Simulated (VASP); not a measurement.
# Lu (Fd-3m) in VASP: a series of runs, part 2 of 2

VASP 6.6.1. Earlier steps stand in the parts before.

### 4 Single point, BLYP (61.85 Å³/atom)

This run uses another cell than the first one, of 61.85 Å³/atom.

INCAR

```
PREC = Accurate
ENCUT = 520
EDIFF = 1E-6
ISMEAR = -1
SIGMA = 0.1
LREAL = F
LASPH = T
NELM = 80
ALGO = Normal
ISIF = 2
LWAVE = F
LCHARG = F
GGA = B5
ALDAX = 1.0
AGGAX = 1.0
AGGAC = 1.0
ALDAC = 0.0
NBANDS = 32
```

KPOINTS

```
regular mesh
0
Gamma
  8 8 8
```

POSCAR

```
Lu
1.0
    0.0000000000      3.9547394058      3.9547394058
    3.9547394058      0.0000000000      3.9547394058
    3.9547394058      3.9547394058      0.0000000000
Lu
2
Direct
    0.1250000000      0.1250000000      0.1250000000
    0.8750000000      0.8750000000      0.8750000000
```

Potentials or basis: VASP PAW PBE potentials, release 64 (Lu).

Command:

```sh
$ cat potpaw_PBE.64/Lu/POTCAR > POTCAR
$ mpirun -np 1 vasp_std > vasp.out
```

OUTCAR:

```text
PREC = Accurate
   ENCUT = 520
   EDIFF = 1E-6
   ISMEAR = -1
   LREAL = F
   LASPH = T
   NELM = 80
   ISIF = 2
   GGA = B5

 ion  position               nearest neighbor table
   1  0.125  0.125  0.125-   2 3.42   2 3.42   2 3.42   2 3.42
   2  0.875  0.875  0.875-   1 3.42   1 3.42   1 3.42   1 3.42

  LATTYP: Found a face centered cubic cell.
 ALAT       =     7.9094788116

  Lattice vectors:

 A1 = (   0.0000000000,   3.9547394058,   3.9547394058)
 A2 = (   3.9547394058,   0.0000000000,   3.9547394058)
 A3 = (   3.9547394058,   3.9547394058,   0.0000000000)

Analysis of symmetry for initial positions (statically):
=====================================================================
 Subroutine PRICEL returns:
 Original cell was already a primitive cell.

 Routine SETGRP: Setting up the symmetry group for a
 face centered cubic supercell.

 Subroutine GETGRP returns: Found 48 space group operations
 (whereof 12 operations were pure point group operations)
 out of a pool of 48 trial point group operations.

The static configuration has the point symmetry D_3d.
 The point group associated with its full space group is O_h .

Analysis of symmetry for dynamics (positions and initial velocities):
=====================================================================
 Subroutine PRICEL returns:
 Original cell was already a primitive cell.

 Routine SETGRP: Setting up the symmetry group for a
 face centered cubic supercell.

 Subroutine GETGRP returns: Found 48 space group operations
 (whereof 12 operations were pure point group operations)
 out of a pool of 48 trial point group operations.

The dynamic configuration has the point symmetry D_3d.
[... 105 lines left out ...]
   NFREE  =      0    steps in history (QN), initial steepest desc. (CG)
   ISIF   =      2    stress and relaxation
   ISYM   =      2    0-nonsym 1-usesym 2-fastsym
   POTIM  = 0.5000    time-step for ionic-motion
   TEBEG  =    0.0;   TEEND  =   0.0 temperature during run
   PSTRESS=    0.0 pullay stress
   NELECT =      50.0000    total number of electrons
   NUPDOWN=      -1.0000    fix difference up-down
   EMIN   =  10.00;   EMAX   =-10.00  energy-range for DOS
   EFERMI =   0.00;   METHOD = LEGACY
   ISMEAR =    -1;   SIGMA  =   0.10  broadening in eV -4-tet -1-fermi 0-gaus
   EFERMI_NEDOS =   21; number of points for ismear=-14 and -15
   IALGO  =     38    algorithm
   IMIX   =      4    mixing-type and parameters
     AMIX     =   0.40;   BMIX     =  1.00
     AMIX_MAG =   1.60;   BMIX_MAG =  1.00
  volume/ion in A,a.u.               =      61.85       417.40
  Fermi-wavevector in a.u.,A,eV,Ry     =   1.210422  2.287367 19.934201  1.465122
  Thomas-Fermi vector in A             =   2.345970
   LORBIT       =      0    0 simple, 1 ext, 2 COOP (PROOUT), +10 PAW based schemes
   GGA     = B5    functional components
   LHFCALC =     F    Hartree Fock is set to
   AEXX    =    0.0000 exact exchange contribution
   IVDW    =     0    specifies the selected vdW correction
   LEPSILON=     F    determine dielectric tensor
   LRPA    =     F    only Hartree local field effects (RPA)
 non-spin polarized calculation
  energy-cutoff  :      520.00
  volume of cell :      123.70
 maximum number of plane-waves:      3383
 NGX is ok and might be reduce to    42
   NGX = 21   NGY = 21   NGZ = 21

 number of electron      49.9999980 magnetization

 Free energy of the ion-electron system (eV)
  ---------------------------------------------------
  ext. energy  EPLUGINS =         0.00000000
  ---------------------------------------------------
  free energy    TOTEN  =        -3.81122490 eV

  energy without entropy =       -3.59381012  energy(sigma->0) =       -3.70251751

 E-fermi :   0.1220     XC(G=0):  -6.7758

 val. band max:        0.1141168590   @ k =   0.5000   0.2500   0.1250
 cond. band min:       0.1240106205   @ k =  -0.2500   0.2500   0.0000
 fundamental gap:      0.0098937616
 Fermi energy:         0.1220390192

 k-point     1 :       0.0000    0.0000    0.0000
  band No.  band energies     occupation
      1     -57.1354      2.00000
      2     -57.1133      2.00000
      3     -28.0209      2.00000
      4     -28.0209      2.00000
      5     -28.0209      2.00000
      6     -27.8744      2.00000
[... 829 lines left out ...]
     31       2.0982      0.00000
     32       2.9826      0.00000

 [... further k-points ...]
[... 5 lines left out ...]
  --------------------------------------------------------------------------------------
  -------------------------------------------------------------------------------------
  Total       -0.7722426     -0.7722426     -0.7722426      0.0000000      0.0000000      0.0000000
  in kB      -10.0018591    -10.0018591    -10.0018591      0.0000000      0.0000000      0.0000000
  external PRESSURE =     -10.0018591 kB  Pullay stress =       0.0000000 kB

 VOLUME and BASIS-vectors are now :
 -----------------------------------------------------------------------------
  energy-cutoff  :      520.00
  volume of cell :      123.70
      direct lattice vectors                 reciprocal lattice vectors
     0.000000000  3.954739406  3.954739406    -0.126430581  0.126430581  0.126430581
     3.954739406  0.000000000  3.954739406     0.126430581 -0.126430581  0.126430581
     3.954739406  3.954739406  0.000000000     0.126430581  0.126430581 -0.126430581

 POSITION                                       TOTAL-FORCE (eV/Angst)
 -----------------------------------------------------------------------------------
      0.98868      0.98868      0.98868         0.000000      0.000000      0.000000
      6.92079      6.92079      6.92079        -0.000000     -0.000000     -0.000000
 -----------------------------------------------------------------------------------
    total drift:                                0.000000      0.000000      0.000000

  FREE ENERGIE OF THE ION-ELECTRON SYSTEM (eV)
  ---------------------------------------------------
  free  energy   TOTEN  =        -3.8112248992 eV

  energy  without entropy=       -3.5938101203  energy(sigma->0) =       -3.70251751
```

OSZICAR:

```text
N       E                     dE             d eps       ncg     rms          rms(c)
DAV:   1     0.351811764356E+03    0.35181E+03   -0.19784E+04  2536   0.462E+03
DAV:   2     0.401269750513E+02   -0.31168E+03   -0.30025E+03  2184   0.635E+02
DAV:   3     0.235060862247E+01   -0.37776E+02   -0.37062E+02  2512   0.142E+02
DAV:   4    -0.362691344910E+01   -0.59775E+01   -0.58995E+01  2976   0.347E+01
DAV:   5    -0.388098516489E+01   -0.25407E+00   -0.25242E+00  2736   0.672E+00    0.307E+00
DAV:   6    -0.380425049842E+01    0.76735E-01   -0.51586E-01  3048   0.683E+00    0.114E+00
DAV:   7    -0.380783234712E+01   -0.35818E-02   -0.60296E-02  2880   0.123E+00    0.310E-01
DAV:   8    -0.381033065098E+01   -0.24983E-02   -0.71908E-03  2768   0.711E-01    0.124E-01
DAV:   9    -0.381123626314E+01   -0.90561E-03   -0.18228E-03  2488   0.222E-01    0.402E-02
DAV:  10    -0.381122481500E+01    0.11448E-04   -0.25094E-04  2720   0.106E-01    0.108E-02
DAV:  11    -0.381122422960E+01    0.58540E-06   -0.11362E-05  2568   0.214E-02    0.393E-03
DAV:  12    -0.381122489919E+01   -0.66958E-06   -0.43975E-06  2000   0.124E-02
   1 F= -.38112249E+01 E0= -.37025175E+01  d E =-.217415E+00
```

Wall time 2.3 min (1 thread of AMD EPYC 7R13 (Zen 3), shared host); peak memory 0.27 GiB.

What came out:

| Property | Result |
| --- | --- |
| Free energy | -3.8112 eV |
| Pressure | -1.0 GPa |
| Band gap on the k mesh | zero (bands 25 and 26 overlap by 0.61 eV) |

Caveat: the PAW data sets were made with another functional, which shifts forces and pressure a little; spin-orbit coupling is left out, which moves the levels of the heavy elements.

### 5 Relaxation of cell and atoms, BLYP

This run uses another cell than the first one, of 39.82 Å³/atom.

INCAR

```
AGGAC = 1.0
AGGAX = 1.0
ALDAC = 0.0
ALDAX = 1.0
ALGO = Normal
EDIFF = 1E-6
EDIFFG = -0.01
ENCUT = 600
GGA = B5
IBRION = 2
ISIF = 3
ISMEAR = -1
LASPH = T
LCHARG = F
LREAL = F
LWAVE = F
NELM = 60
NSW = 80
PREC = Accurate
SIGMA = 0.1
```

KPOINTS

```
k-points
0
Gamma
  8 8 8
```

POSCAR

```
Lu
1.0
    0.0000000000      3.4148174924      3.4148174924
    3.4148174924      0.0000000000      3.4148174924
    3.4148174924      3.4148174924      0.0000000000
Lu
2
Direct
    0.1250000000      0.1250000000      0.1250000000
    0.8750000000      0.8750000000      0.8750000000
```

Command:

```sh
$ cat potpaw_PBE.64/Lu/POTCAR > POTCAR
$ mpirun -np 1 vasp_std > vasp.out
```

Run time: 10 min. Hardware: 1 thread of AMD EPYC 7R13 (Zen 3), shared host; peak memory 0.26 GiB.

Results (log left out):

- Free energy: -3.8509 eV
- Relaxed volume: 55.36 Å³/atom
- Relaxed cell: a = 5.390 Å, b = 5.390 Å, c = 5.390 Å, α = 60.00°, β = 60.00°, γ = 60.00°
- Space group after relaxing (to 0.1 Å): Fd-3m (No. 227)
- Energy gained by relaxing: 190.8 meV/atom
- Ionic steps: 5
- Pressure after relaxing: 0.0 GPa
- Band gap on the k mesh: zero (bands 25 and 26 overlap by 0.80 eV)

The path:
```csv
step,energy change (eV),largest force (eV/Å),pressure (GPa),volume (Å³)
1,0.0000,0.0000,4.33,79.64
2,-0.2640,0.0000,2.14,92.70
3,-0.3805,0.0000,-0.23,112.45
4,-0.3814,0.0000,0.04,110.04
5,-0.3815,0.0000,0.02,110.72
```

Final structure:
```xyz
2
Lattice="0.0000 3.8112 3.8112 3.8112 0.0000 3.8112 3.8112 3.8112 0.0000" Properties=species:S:1:pos:R:3 pbc="T T T"
Lu    0.9528    0.9528    0.9528
Lu    6.6696    6.6696    6.6696
```

Levels at points of the mesh, in eV from the Fermi level:
| k point | band 21 | band 22 | band 23 | band 24 | band 25 | band 26 | band 27 | band 28 |
| --- | --- | --- | --- | --- | --- | --- | --- | --- |
| (0.00, 0.00, 0.00) | -5.93 | -5.93 | -4.29 | 0.33 | 0.33 | 0.35 | 0.35 | 0.35 |
| (0.50, 0.00, 0.00) | -5.93 | -5.93 | -2.91 | -0.93 | 0.18 | 0.29 | 0.29 | 0.52 |
| (0.50, 0.50, 0.00) | -5.94 | -5.94 | -1.67 | -1.67 | -0.40 | -0.40 | 0.65 | 0.65 |

Caveat: the volume moved by over 15 % at a fixed basis, so the end points are rough; the PAW data sets were made with another functional, which shifts forces and pressure a little; spin-orbit coupling is left out, which moves the levels of the heavy elements.

### 6 The runs side by side

| task | cell | cutoff (eV) | gap on the mesh (eV) | pressure (GPa) |
| --- | --- | --- | --- | --- |
| single point | a = 5.456 Å, angles 60.0°, 2 atoms | 520 | none | -0.4 |
| single point | a = 5.525 Å, angles 60.0°, 2 atoms | 520 | none | -0.7 |
| single point | a = 5.593 Å, angles 60.0°, 2 atoms | 520 | none | -1.0 |
| relaxation of cell and atoms | relaxed from a = 4.829 Å, angles 60.0°, 2 atoms | 600 | none | 0.0 |

Alike in all rows: level BLYP; potentials or basis VASP PAW PBE potentials, release 64 (Lu); no spin polarisation; k mesh 8 × 8 × 8; smearing fermi-dirac 0.1 eV.

Caveats: the PAW data sets were made with another functional, which shifts forces and pressure a little; spin-orbit coupling is left out, which moves the levels of the heavy elements; the volume moved by over 15 % at a fixed basis, so the end points are rough (at least some runs).

Absolute energies hang on the potentials; compare differences alone.

The gap in the log of VASP goes by the Fermi energy; the results here count the filled bands.